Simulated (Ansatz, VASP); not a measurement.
## P: VASP beside Ansatz

```xyz
4
Lattice="3.2837 0.0000 0.0000 0.0000 34.8570 0.0000 0.0000 0.0000 4.6321" Properties=species:S:1:pos:R:3 pbc="T T T"
P     1.6419   33.8204    4.2052
P     1.6419    1.0366    0.4268
P     0.0000    1.0366    1.8892
P     0.0000   33.8204    2.7429
```

Alike in both runs: task single point; functional PBEsol; k mesh 8 × 1 × 6; occupations fermi-dirac, width 0.05 eV; no spin polarisation.

```csv
,VASP,Ansatz
version,VASP 6.6.1,Ansatz 0.2.0
potentials or method,"VASP PAW PBE potentials, release 64 (P)",Ansatz PAW
plane-wave cutoff (eV),520,420
valence electrons in the cell,20,20
```

|  | VASP | Ansatz | Ansatz less VASP |
| --- | --- | --- | --- |
| gap on the k mesh at the Fermi level (eV) | 0.90 | 0.88 | -0.015 |
| least direct gap on the mesh (eV) | 0.90 | 0.88 | -0.015 |
| rms of the force components (eV/Å) | 0.147 | 0.156 | +0.0085 |

VASP's potentials were made for PBE, not for PBEsol. Atom by atom the forces differ by 0.011 eV/Å (rms over components).
